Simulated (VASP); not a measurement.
Here is a VASP 6.6.1 calculation.

The input INCAR:

```
  ALGO = Normal
  EDIFF = 1E-7
  ENCUT = 520
  GGA = PS
  ISIF = 2
  ISMEAR = 0
  LASPH = True
  LCHARG = True
  LELF = True
  LREAL = False
  LVHAR = True
  LWAVE = False
  NBANDS = 28
  NELM = 60
  PREC = Accurate
  SIGMA = 0.05
```

Contents of KPOINTS:

```
k-points
0
Gamma
  6 6 6
```

File POSCAR:

```
BaTiO3
1.0
    4.0060000000      0.0200300000      0.0200300000
    0.0200300000      4.0060000000      0.0200300000
    0.0200300000      0.0200300000      4.0060000000
Ba Ti O
1 1 3
Direct
    0.5000000000      0.5000000000      0.5000000000
    0.0000000000      0.0000000000      0.0000000000
    0.5000000000      0.0000000000      0.0000000000
    0.0000000000      0.5000000000      0.0000000000
    0.0000000000      0.0000000000      0.5000000000
```

Potentials or basis: VASP PAW PBE potentials, release 64 (Ba_sv, Ti_sv, O).

Run with:

```sh
$ cat potpaw_PBE.64/Ba_sv/POTCAR potpaw_PBE.64/Ti_sv/POTCAR potpaw_PBE.64/O/POTCAR > POTCAR
$ mpirun -np 1 vasp_std > vasp.out
```

(1) Predict the band gap on the k mesh.

(2) What does it give for the pressure?

## Answers

(1) 1.66 eV (least direct gap 1.79 eV).

(2) -2.8 GPa.

Caveat: the PAW data sets were made with another functional, which shifts forces and pressure a little; spin-orbit coupling is left out, which moves the levels of the heavy elements.
